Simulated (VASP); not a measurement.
# NaI (zincblende type) (F-43m) in VASP: single point with PBE

Aim: the single point of NaI (zincblende type) with PBE.

All numbers are computed with VASP 6.6.1; they aren't measurements. Logs are shortened: lines on timing, memory, paths and dates and some standing lists are left out, and cuts for length are marked.

## (1) The cell of the first run

It takes space group F-43m (No. 216, cubic). Conventional cell: a = 7.163 Å, b = 7.163 Å, c = 7.163 Å, α = 90.00°, β = 90.00°, γ = 90.00°. Na (site symmetry -43m) has 4 I at 3.10 Å within 4.1 Å. I (site symmetry -43m) has 4 Na at 3.10 Å within 4.1 Å.

## (2) Single point, PBE, non-collinear spin, zero start, spin-orbit coupling

INCAR reads:

```
ALGO = Normal
EDIFF = 1E-6
ENCUT = 520
GGA = PE
GGA_COMPAT = F
ISIF = 2
ISMEAR = -1
LASPH = T
LCHARG = F
LNONCOLLINEAR = T
LORBIT = 11
LORBMOM = T
LREAL = F
LSORBIT = T
LWAVE = F
MAGMOM = 0 0 0 0 0 0
NBANDS = 26
NELM = 150
PREC = Accurate
SIGMA = 0.05
```

KPOINTS reads:

```
k-points
0
Gamma
  10 10 10
```

POSCAR reads:

```
NaI
1.0
    0.0000000000      3.5813786338      3.5813786338
    3.5813786338      0.0000000000      3.5813786338
    3.5813786338      3.5813786338      0.0000000000
Na I
1 1
Direct
    0.0000000000      0.0000000000      0.0000000000
    0.2500000000      0.2500000000      0.2500000000
```

Potentials or basis: VASP PAW PBE potentials, release 64 (Na_pv, I).

Started as:

```sh
cat potpaw_PBE.64/Na_pv/POTCAR potpaw_PBE.64/I/POTCAR > POTCAR
mpirun -np 1 vasp_ncl > vasp.out
```

OUTCAR:

```text
EDIFF = 1E-6
   ENCUT = 520
   GGA = PE
   ISIF = 2
   ISMEAR = -1
   LASPH = T
   LNONCOLLINEAR = T
   LORBIT = 11
   LREAL = F
   LSORBIT = T
   NELM = 150
   PREC = Accurate

 ion  position               nearest neighbor table
   1  0.000  0.000  0.000-   2 3.10   2 3.10   2 3.10   2 3.10
   2  0.250  0.250  0.250-   1 3.10   1 3.10   1 3.10   1 3.10

  LATTYP: Found a face centered cubic cell.
 ALAT       =     7.1627572676

  Lattice vectors:

 A1 = (   0.0000000000,   3.5813786338,   3.5813786338)
 A2 = (   3.5813786338,   0.0000000000,   3.5813786338)
 A3 = (   3.5813786338,   3.5813786338,   0.0000000000)

Analysis of symmetry for initial positions (statically):
=====================================================================
 Subroutine PRICEL returns:
 Original cell was already a primitive cell.

 Routine SETGRP: Setting up the symmetry group for a
 face centered cubic supercell.

 Subroutine GETGRP returns: Found 24 space group operations
 (whereof 24 operations were pure point group operations)
 out of a pool of 48 trial point group operations.

The static configuration has the point symmetry T_d .

Analysis of symmetry for dynamics (positions and initial velocities):
=====================================================================
 Subroutine PRICEL returns:
 Original cell was already a primitive cell.

 Routine SETGRP: Setting up the symmetry group for a
 face centered cubic supercell.

 Subroutine GETGRP returns: Found 24 space group operations
 (whereof 24 operations were pure point group operations)
 out of a pool of 48 trial point group operations.

The dynamic configuration has the point symmetry T_d .

Analysis of structural, dynamic, and magnetic symmetry:
=====================================================================
 Subroutine PRICEL returns:
 Original cell was already a primitive cell.

 Routine SETGRP: Setting up the symmetry group for a
 face centered cubic supercell.

 Subroutine GETGRP returns: Found 24 space group operations
 (whereof 24 operations were pure point group operations)
 out of a pool of 48 trial point group operations.

The overall configuration has the point symmetry T_d .

 Subroutine INISYM returns: Found 24 space group operations
 (whereof 24 operations are pure point group operations),
 and found     1 'primitive' translations

----------------------------------------------------------------------------------------

                                     Primitive cell

  volume of cell :      91.8715

  direct lattice vectors                    reciprocal lattice vectors
     0.000000000  3.581378634  3.581378634    -0.139611041  0.139611041  0.139611041
     3.581378634  0.000000000  3.581378634     0.139611041 -0.139611041  0.139611041
     3.581378634  3.581378634  0.000000000     0.139611041  0.139611041 -0.139611041

  length of vectors
     5.064834236  5.064834236  5.064834236     0.241813417  0.241813417  0.241813417

  position of ions in fractional coordinates (direct lattice)
     0.000000000  0.000000000  0.000000000
     0.250000000  0.250000000  0.250000000

  ion indices of the primitive-cell ions
   primitive index   ion index
                 1           1
                 2           2

----------------------------------------------------------------------------------------

 KPOINTS: k-points

Automatic generation of k-mesh.
 Grid dimensions read from file:
 generate k-points for:   10   10   10

 Generating k-lattice:

[... 96 lines left out ...]
   NGX = 19   NGY = 19   NGZ = 19

 number of electron      13.9999995 magnetization      -0.0000000      0.0000000     -0.0000000

 number of electron      13.9999995 magnetization       0.0000000      0.0000000      0.0000000

 number of electron      13.9999995 magnetization      -0.0000000     -0.0000000     -0.0000000

 number of electron      13.9999995 magnetization       0.0000000     -0.0000000      0.0000000

 Free energy of the ion-electron system (eV)
  ---------------------------------------------------
  ext. energy  EPLUGINS =         0.00000000
  ---------------------------------------------------
  free energy    TOTEN  =        -5.41645562 eV

  energy without entropy =       -5.41645562  energy(sigma->0) =       -5.41645562

 E-fermi :   0.1530     XC(G=0):  -6.3510

 val. band max:       -0.9532663991   @ k =   0.0000   0.0000   0.0000
 cond. band min:       2.5057051086   @ k =   0.0000   0.0000   0.0000
 fundamental gap:      3.4589715077
 Fermi energy:         0.1530041529

 k-point     1 :       0.0000    0.0000    0.0000
  band No.  band energies     occupation
      1     -23.5260      1.00000
      2     -23.5260      1.00000
      3     -23.3476      1.00000
      4     -23.3476      1.00000
      5     -23.3476      1.00000
      6     -23.3476      1.00000
[... 685 lines left out ...]
     25       8.5071      0.00000
     26       8.5228      0.00000

 [... further k-points ...]

------------------------ aborting loop because EDIFF is reached ----------------------------------------

  FORCE on cell =-STRESS in cart. coord.  units (eV):
  Direction    XX          YY          ZZ          XY          YZ          ZX
  --------------------------------------------------------------------------------------
  -------------------------------------------------------------------------------------
  Total        0.0182746      0.0182746      0.0182746      0.0000000      0.0000000      0.0000000
  in kB        0.3186975      0.3186975      0.3186975      0.0000000      0.0000000      0.0000000
  external PRESSURE =       0.3186975 kB  Pullay stress =       0.0000000 kB

 VOLUME and BASIS-vectors are now :
 -----------------------------------------------------------------------------
  energy-cutoff  :      520.00
  volume of cell :       91.87
      direct lattice vectors                 reciprocal lattice vectors
     0.000000000  3.581378634  3.581378634    -0.139611041  0.139611041  0.139611041
     3.581378634  0.000000000  3.581378634     0.139611041 -0.139611041  0.139611041
     3.581378634  3.581378634  0.000000000     0.139611041  0.139611041 -0.139611041

 POSITION                                       TOTAL-FORCE (eV/Angst)
 -----------------------------------------------------------------------------------
      0.00000      0.00000      0.00000        -0.000000     -0.000000     -0.000000
      1.79069      1.79069      1.79069         0.000000      0.000000      0.000000
 -----------------------------------------------------------------------------------
    total drift:                                0.000000      0.000000      0.000000

  FREE ENERGIE OF THE ION-ELECTRON SYSTEM (eV)
  ---------------------------------------------------
  free  energy   TOTEN  =        -5.4164556178 eV

  energy  without entropy=       -5.4164556178  energy(sigma->0) =       -5.41645562

 orbital moment (x)

 # of ion     p       d       tot
 ----------------------------------------
  1         0.000   0.000   0.000
  2         0.000  -0.000   0.000
 ----------------------------------------
            0.000  -0.000   0.000

 orbital moment (y)

 # of ion     p       d       tot
 ----------------------------------------
  1        -0.000   0.000  -0.000
  2         0.000   0.000   0.000
 ----------------------------------------
            0.000   0.000   0.000

 orbital moment (z)

 # of ion     p       d       tot
 ----------------------------------------
  1         0.000   0.000   0.000
  2         0.000  -0.000  -0.000
 ----------------------------------------
            0.000  -0.000   0.000

 Spin-Orbit-Coupling matrix elements

 Ion:    1  E_soc:     -0.0008051
 l=   1
     0.0000000    -0.0001342    -0.0001342
    -0.0001342     0.0000000    -0.0001342
    -0.0001342    -0.0001342     0.0000000
 l=   2
     0.0000000     0.0000000     0.0000000     0.0000000     0.0000000
     0.0000000     0.0000000     0.0000000     0.0000000     0.0000000
     0.0000000     0.0000000     0.0000000     0.0000000     0.0000000
     0.0000000     0.0000000     0.0000000     0.0000000     0.0000000
     0.0000000     0.0000000     0.0000000     0.0000000     0.0000000
 l=   3
     0.0000000     0.0000000     0.0000000     0.0000000     0.0000000     0.0000000     0.0000000
     0.0000000     0.0000000     0.0000000     0.0000000     0.0000000     0.0000000     0.0000000
     0.0000000     0.0000000     0.0000000     0.0000000     0.0000000     0.0000000     0.0000000
     0.0000000     0.0000000     0.0000000     0.0000000     0.0000000     0.0000000     0.0000000
     0.0000000     0.0000000     0.0000000     0.0000000     0.0000000     0.0000000     0.0000000
     0.0000000     0.0000000     0.0000000     0.0000000     0.0000000     0.0000000     0.0000000
     0.0000000     0.0000000     0.0000000     0.0000000     0.0000000     0.0000000     0.0000000

 Ion:    2  E_soc:     -0.2468654
 l=   1
     0.0000000    -0.0411381    -0.0411381
    -0.0411381     0.0000000    -0.0411381
    -0.0411381    -0.0411381     0.0000000
 l=   2
     0.0000000    -0.0000029     0.0000000    -0.0000029    -0.0000032
    -0.0000029     0.0000000    -0.0000024    -0.0000029    -0.0000008
     0.0000000    -0.0000024     0.0000000    -0.0000024     0.0000000
    -0.0000029    -0.0000029    -0.0000024     0.0000000    -0.0000008
    -0.0000032    -0.0000008     0.0000000    -0.0000008     0.0000000
 l=   3
     0.0000000     0.0000000     0.0000000     0.0000000     0.0000000     0.0000000     0.0000000
     0.0000000     0.0000000     0.0000000     0.0000000     0.0000000     0.0000000     0.0000000
     0.0000000     0.0000000     0.0000000     0.0000000     0.0000000     0.0000000     0.0000000
     0.0000000     0.0000000     0.0000000     0.0000000     0.0000000     0.0000000     0.0000000
     0.0000000     0.0000000     0.0000000     0.0000000     0.0000000     0.0000000     0.0000000
     0.0000000     0.0000000     0.0000000     0.0000000     0.0000000     0.0000000     0.0000000
     0.0000000     0.0000000     0.0000000     0.0000000     0.0000000     0.0000000     0.0000000

 total charge

# of ion       s       p       d       tot
------------------------------------------
    1        0.049   5.973   0.000   6.022
    2        1.491   2.854   0.001   4.347
--------------------------------------------------
tot          1.540   8.828   0.001  10.369

 magnetization (x)

# of ion       s       p       d       tot
------------------------------------------
    1       -0.000  -0.000   0.000  -0.000
    2        0.000   0.000   0.000   0.000
--------------------------------------------------
tot         -0.000   0.000   0.000  -0.000

 magnetization (y)

# of ion       s       p       d       tot
------------------------------------------
    1        0.000   0.000   0.000   0.000
    2        0.000  -0.000   0.000  -0.000
--------------------------------------------------
tot          0.000  -0.000   0.000  -0.000

 magnetization (z)

# of ion       s       p       d       tot
------------------------------------------
    1        0.000  -0.000   0.000   0.000
    2        0.000   0.000   0.000   0.000
--------------------------------------------------
tot          0.000   0.000   0.000   0.000
```

Wall time 5.6 min (1 thread of AMD EPYC 7R43 (Zen 3), shared host); peak memory 0.6 GiB.

What came out:

```
Free energy                                           : -5.4165 eV
Pressure                                              : 0.0 GPa
Net moment                                            : 0.00 μB per cell
Valence electrons inside the program's atomic spheres : Na 6.02; I 4.35
```

Moments on the atoms (μB; x, y, z):
```
Na  0.00 0.00 0.00
I   0.00 0.00 0.00
```
